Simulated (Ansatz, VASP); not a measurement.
AlRu in VASP and in Ansatz

Contents of INCAR:

```
SYSTEM = AlRu
ALGO = Normal ; EDIFF = 1E-6
ENCUT = 520 ; GGA = PE
ISIF = 2 ; ISMEAR = -1
LASPH = .True. ; LCHARG = .True.
LELF = .True. ; LREAL = .False.
LVHAR = .True. ; LWAVE = .False.
NBANDS = 16 ; NELM = 80
PREC = Accurate ; SIGMA = 0.1
```

File KPOINTS:

```
k-points
0
Gamma
  14 14 14
  0 0 0
```

POSCAR

```
AlRu
1.0
    0.0000000000      2.2342867016      2.2342867016
    2.2342867016      0.0000000000      2.2342867016
    2.2342867016      2.2342867016      0.0000000000
Ru Al
1 1
Direct
    0.0000000000      0.0000000000      0.0000000000
    0.5000000000      0.5000000000      0.5000000000
```

Input for Ansatz:

```yaml
crystal:
  lattice:
    - [0.0, 2.2342867016, 2.2342867016]
    - [2.2342867016, 0.0, 2.2342867016]
    - [2.2342867016, 2.2342867016, 0.0]
  atoms:
    - { symbol: Ru, position: [0.0, 0.0, 0.0] }
    - { symbol: Al, position: [0.5, 0.5, 0.5] }
kpoints:
  mp_grid: { grid: [14, 14, 14] }
scf:
  occupations: { method: fermi_dirac, width: 0.1 }
hamiltonian:
  xc: pbe
  pseudopotentials: { kind: all_electron, lapw: { basis_error: 0.001 } }
output:
  forces: true
  stress: true
  eigenvalues: true
  populations: true
```

Change from the starting cell: volume scaled by 0.72, LAPW.

Alike in both runs: task single point; functional PBE; k mesh 14 × 14 × 14; occupations fermi-dirac, width 0.1 eV; no spin polarisation.

|  | VASP | Ansatz |
| --- | --- | --- |
| version | VASP 6.6.1 | Ansatz 0.2.0 |
| potentials or method | VASP PAW PBE potentials, release 64 (Ru_pv, Al), cutoff 520 eV | all-electron LAPW, scalar-relativistic |

```tsv
	VASP	Ansatz	Ansatz less VASP
pressure (GPa)	94.2	93.3	-0.88
```

Both programs put the cell under a high pressure, so it lies far from rest at this level. Ansatz ran all-electron here, and VASP with PAW potentials.

Noted on VASP's run: the cell as given lies far from equilibrium.
